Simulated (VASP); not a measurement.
# Zn (P6_3/mmc) in VASP: relaxation of cell and atoms with PBE

Aim: the relaxation of cell and atoms of Zn with PBE.

Program: VASP 6.6.1. These are calculated values, not measurements. Logs are shortened: lines on timing, memory, paths and dates and some standing lists are left out, and cuts for length are marked.

## Step 1: The cell of the first run

The structure is hexagonal, space group P6_3/mmc (No. 194). Conventional cell: a = 2.633 Å, b = 2.633 Å, c = 5.109 Å, α = 90.00°, β = 90.00°, γ = 120.00°. Within 3.5 Å of Zn (site symmetry -6m2) lie 12 Zn at 2.63 to 2.97 Å.

## Step 2: Relaxation of cell and atoms, PBE

Input file INCAR:

```
PREC = Accurate ; ENCUT = 550
EDIFF = 1E-7 ; ISMEAR = -1
SIGMA = 0.15 ; LREAL = F
LASPH = T ; NELM = 300
ALGO = All ; ISIF = 3
LWAVE = F ; LCHARG = F
GGA = PE ; IBRION = 2
NSW = 80 ; EDIFFG = -0.001
GGA_COMPAT = F ; NELMIN = 4
ISEARCH = 1 ; KPAR = 4
```

Input file KPOINTS:

```
Automatic mesh
0
Gamma
  18 18 8
```

Input file POSCAR:

```
Zn
1.0
    2.6328846420      0.0000000000      0.0000000000
   -1.3164423210      2.2801449852      0.0000000000
    0.0000000000      0.0000000000      5.1093801561
Zn
2
Direct
    0.3333333333      0.6666666667      0.2500000000
    0.6666666667      0.3333333333      0.7500000000
```

Potentials or basis: VASP PAW PBE potentials, release 64 (Zn).

The run is started by

```
$ cat potpaw_PBE.64/Zn/POTCAR > POTCAR
$ mpirun -np 4 vasp_std > vasp.out
```

OUTCAR:

```text
PREC = Accurate
   ENCUT = 550
   EDIFF = 1E-7
   ISMEAR = -1
   LREAL = F
   LASPH = T
   NELM = 300
   ISIF = 3
   GGA = PE
   IBRION = 2
   NSW = 80
   EDIFFG = -0.001
   NELMIN = 4

 ion  position               nearest neighbor table
   1  0.333  0.667  0.250-   2 2.97   2 2.97   2 2.97   2 2.97   2 2.97   2 2.97
   2  0.667  0.333  0.750-   1 2.97   1 2.97   1 2.97   1 2.97   1 2.97   1 2.97

  LATTYP: Found a hexagonal cell.
 ALAT       =     2.6328846420
 C/A-ratio  =     1.9406016027

  Lattice vectors:

 A1 = (   2.6328846420,   0.0000000000,   0.0000000000)
 A2 = (  -1.3164423210,   2.2801449852,   0.0000000000)
 A3 = (   0.0000000000,   0.0000000000,   5.1093801561)

Analysis of symmetry for initial positions (statically):
=====================================================================
 Subroutine PRICEL returns:
 Original cell was already a primitive cell.

 Routine SETGRP: Setting up the symmetry group for a
 hexagonal supercell.

 Subroutine GETGRP returns: Found 24 space group operations
 (whereof 12 operations were pure point group operations)
 out of a pool of 24 trial point group operations.

The static configuration has the point symmetry D_3d.
 The point group associated with its full space group is D_6h.

Analysis of symmetry for dynamics (positions and initial velocities):
=====================================================================
 Subroutine PRICEL returns:
 Original cell was already a primitive cell.

 Routine SETGRP: Setting up the symmetry group for a
 hexagonal supercell.

 Subroutine GETGRP returns: Found 24 space group operations
 (whereof 12 operations were pure point group operations)
 out of a pool of 24 trial point group operations.

The dynamic configuration has the point symmetry D_3d.
 The point group associated with its full space group is D_6h.

 Subroutine INISYM returns: Found 24 space group operations
 (whereof 12 operations are pure point group operations),
 and found     1 'primitive' translations

----------------------------------------------------------------------------------------

                                     Primitive cell

  volume of cell :      30.6734

  direct lattice vectors                    reciprocal lattice vectors
     2.632884642  0.000000000  0.000000000     0.379811551  0.219284301  0.000000000
    -1.316442321  2.280144985  0.000000000     0.000000000  0.438568603  0.000000000
[... 109 lines left out ...]
   LORBIT       =      0    0 simple, 1 ext, 2 COOP (PROOUT), +10 PAW based schemes
   GGA     = PE    functional components
   LHFCALC =     F    Hartree Fock is set to
   AEXX    =    0.0000 exact exchange contribution
   IVDW    =     0    specifies the selected vdW correction
   LEPSILON=     F    determine dielectric tensor
   LRPA    =     F    only Hartree local field effects (RPA)
 conjugate gradient relaxation of ions
 non-spin polarized calculation
  energy-cutoff  :      550.00
  volume of cell :       30.67
 maximum number of plane-waves:       924
   NGX = 11   NGY = 11   NGZ = 19

--------------------------------------- Ionic step        1  -------------------------------------------

 number of electron      23.9999999 magnetization

 Free energy of the ion-electron system (eV)
  ---------------------------------------------------
  ext. energy  EPLUGINS =         0.00000000
  ---------------------------------------------------
  free energy    TOTEN  =        -2.23264929 eV

  energy without entropy =       -2.20331889  energy(sigma->0) =       -2.21798409

------------------------ aborting loop because EDIFF is reached ----------------------------------------

  FORCE on cell =-STRESS in cart. coord.  units (eV):
  Direction    XX          YY          ZZ          XY          YZ          ZX
  --------------------------------------------------------------------------------------
  -------------------------------------------------------------------------------------
  Total        0.1311283      0.1311283     -0.0248181      0.0000000      0.0000000     -0.0000000
  in kB        6.8492756      6.8492756     -1.2963308      0.0000000      0.0000000     -0.0000000
  external PRESSURE =       4.1340735 kB  Pullay stress =       0.0000000 kB
[... 89 lines left out ...]
  FREE ENERGIE OF THE ION-ELECTRON SYSTEM (eV)
  ---------------------------------------------------
  free  energy   TOTEN  =        -2.2330954608 eV

  energy  without entropy=       -2.2031435373  energy(sigma->0) =       -2.21811950

[... ionic steps 4 to 10 ...]

--------------------------------------- Ionic step       11  -------------------------------------------

 number of electron      24.0000010 magnetization

------------------------ aborting loop because EDIFF is reached ----------------------------------------
[... 67 lines left out ...]
--------------------------------------- Ionic step       13  -------------------------------------------

 number of electron      24.0000009 magnetization

 Free energy of the ion-electron system (eV)
  ---------------------------------------------------
  ext. energy  EPLUGINS =         0.00000000
  ---------------------------------------------------
  free energy    TOTEN  =        -2.23339007 eV

  energy without entropy =       -2.20264506  energy(sigma->0) =       -2.21801757

 E-fermi :   3.0677     XC(G=0): -11.4956

 val. band max:        3.0665386809   @ k =   0.2222   0.0556   0.1250
 cond. band min:       3.0734520321   @ k =   0.3333   0.2778   0.5000
 fundamental gap:      0.0069133513
 Fermi energy:         3.0677058925

 k-point     1 :       0.0000    0.0000    0.0000
  band No.  band energies     occupation
      1      -7.2940      2.00000
      2      -5.5927      2.00000
      3      -4.8939      2.00000
      4      -4.6351      2.00000
      5      -4.6351      2.00000
      6      -4.5928      2.00000
[... 433 lines left out ...]
      3      -5.0627      2.00000
      4      -4.6486      2.00000
      5      -4.4844      2.00000
      6      -4.4793      2.00000
[... 8 lines left out ...]
     15       8.3010      0.00000
     16       9.8547      0.00000

 [... further k-points ...]

------------------------ aborting loop because EDIFF is reached ----------------------------------------

  FORCE on cell =-STRESS in cart. coord.  units (eV):
  Direction    XX          YY          ZZ          XY          YZ          ZX
  --------------------------------------------------------------------------------------
  -------------------------------------------------------------------------------------
  Total       -0.0011918     -0.0011918     -0.0014260      0.0000000     -0.0000000      0.0000000
  in kB       -0.0621928     -0.0621928     -0.0744123      0.0000000     -0.0000000      0.0000000
  external PRESSURE =      -0.0662660 kB  Pullay stress =       0.0000000 kB
[... 17 lines left out ...]
  FREE ENERGIE OF THE ION-ELECTRON SYSTEM (eV)
  ---------------------------------------------------
  free  energy   TOTEN  =        -2.2333900723 eV

  energy  without entropy=       -2.2026450939  energy(sigma->0) =       -2.21801758

 reached required accuracy - stopping structural energy minimisation
```

CONTCAR:

```text
Zn
   1.00000000000000
     2.6465842823916548   -0.0000000000000000   -0.0000000000000000
    -1.3232921411958274    2.2920092218017931    0.0000000000000000
     0.0000000000000000   -0.0000000000000000    5.0615880562195503
  Zn
     2
Direct
     0.3333333332999970    0.6666666667000030    0.2500000000000000
     0.6666666667000030    0.3333333332999970    0.7500000000000000

  0.00000000E+00  0.00000000E+00  0.00000000E+00
  0.00000000E+00  0.00000000E+00  0.00000000E+00
```

Wall time 2.3 min (4 MPI ranks of Intel Xeon Platinum 8375C at 2.90GHz (Ice Lake), shared host); peak memory 0.29 GiB.

What came out:

```yaml
Free_energy: -2.2334 eV
Relaxed_volume: 15.35 Å³/atom
Relaxed_cell: a = 2.647 Å, b = 2.647 Å, c = 5.062 Å, α = 90.00°, β = 90.00°, γ = 120.00°
Space_group_after_relaxing_to_0.1_Å: P6_3/mmc (No. 194)
Energy_gained_by_relaxing: 0.4 meV/atom
Ionic_steps: 13
Pressure_after_relaxing: 0.0 GPa
Band_gap_on_the_k_mesh: zero (bands 12 and 13 overlap by 5.11 eV)
```

Step by step:
| step | energy change (eV) | largest force (eV/Å) | pressure (GPa) | volume (Å³) |
| --- | --- | --- | --- | --- |
| 1 | 0.0000 | 0.0000 | 0.41 | 30.67 |
| 2 | -0.0004 | 0.0000 | -0.11 | 30.85 |
| 3 | -0.0004 | 0.0000 | -0.09 | 30.86 |
| 4 | -0.0004 | 0.0000 | -0.23 | 30.90 |
| 5 | -0.0004 | 0.0000 | -0.17 | 30.88 |
| 6 | -0.0004 | 0.0000 | -0.15 | 30.87 |
| 7 | -0.0006 | 0.0000 | -0.12 | 30.83 |
| 8 | -0.0007 | 0.0000 | -0.02 | 30.72 |
| 9 | -0.0007 | 0.0000 | 0.04 | 30.68 |
| 10 | -0.0007 | 0.0000 | 0.03 | 30.69 |
| 11 | -0.0007 | 0.0000 | 0.02 | 30.69 |
| 12 | -0.0007 | 0.0000 | -0.01 | 30.70 |
| 13 | -0.0007 | 0.0000 | -0.01 | 30.70 |

Final structure:
```
CELL_PARAMETERS angstrom
2.64658 0.00000 0.00000
-1.32329 2.29201 0.00000
0.00000 0.00000 5.06159
ATOMIC_POSITIONS crystal
Zn 0.33333 0.66667 0.25000
Zn 0.66667 0.33333 0.75000
```
